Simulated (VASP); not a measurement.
Write the native input for VASP 6.6.1 that does the following.

| Item | Value |
| --- | --- |
| Task | relaxation of cell and atoms |
| Functional | PBE |
| Potentials or basis | VASP PAW PBE potentials, release 64 (Sc_sv, Ta_pv) |
| Cutoff | 600 eV |
| k mesh | 4 × 4 × 4 |
| Occupations | gaussian, width 0.1 eV |
| Spin | no spin polarisation |
| Dipole correction | no |
| Further INCAR settings | ALGO = Fast; EDIFF = 1e-06; IBRION = 2; EDIFFG = -0.04; NSW = 90; ISIF = 3 |

The structure of Sc4Ta lies in POSCAR:

```
Sc4Ta
1.0
    4.5740391600      0.0000000000      0.0000000000
    0.0000000000      4.5740391600      0.0000000000
    0.0000000000      0.0000000000      4.5740391600
Sc Ta
4 1
Direct
    0.0000000000      0.5000000000      0.5000000000
    0.5000000000      0.0000000000      0.5000000000
    0.5000000000      0.5000000000      0.0000000000
    0.5000000000      0.5000000000      0.5000000000
    0.0000000000      0.0000000000      0.0000000000
```

One way to write it, as run:

INCAR

```
ALGO = Fast ; EDIFF = 1E-6
EDIFFG = -0.04 ; ENCUT = 600
GGA = PE ; IBRION = 2
ISIF = 3 ; ISMEAR = 0
LASPH = True ; LCHARG = False
LREAL = False ; LWAVE = False
NELM = 80 ; NSW = 90
PREC = Accurate ; SIGMA = 0.1
```

KPOINTS

```
k-points
0
Gamma
  4 4 4
```

Potentials or basis: VASP PAW PBE potentials, release 64 (Sc_sv, Ta_pv).

Run with:

```sh
$ cat potpaw_PBE.64/Sc_sv/POTCAR potpaw_PBE.64/Ta_pv/POTCAR > POTCAR
$ mpirun -np 1 vasp_std > vasp.out
```

It gave:

```json
{
  "Relaxed volume": "23.20 Å³/atom",
  "Relaxed cell": "a = 4.877 Å, b = 4.877 Å, c = 4.877 Å, α = 90.00°, β = 90.00°, γ = 90.00°",
  "Space group after relaxing (to 0.05 Å)": "Pm-3m (No. 221)",
  "Energy gained by relaxing": "151.8 meV/atom",
  "Ionic steps": "3",
  "Pressure after relaxing": "0.1 GPa"
}
```

Caveat: the volume moved by over 15 % at a fixed basis, so the end points are rough.

Run time: 6.6 min on 1 thread of Oxide Virtual Turin-like Processor, on a shared host, peak memory 0.22 GiB.
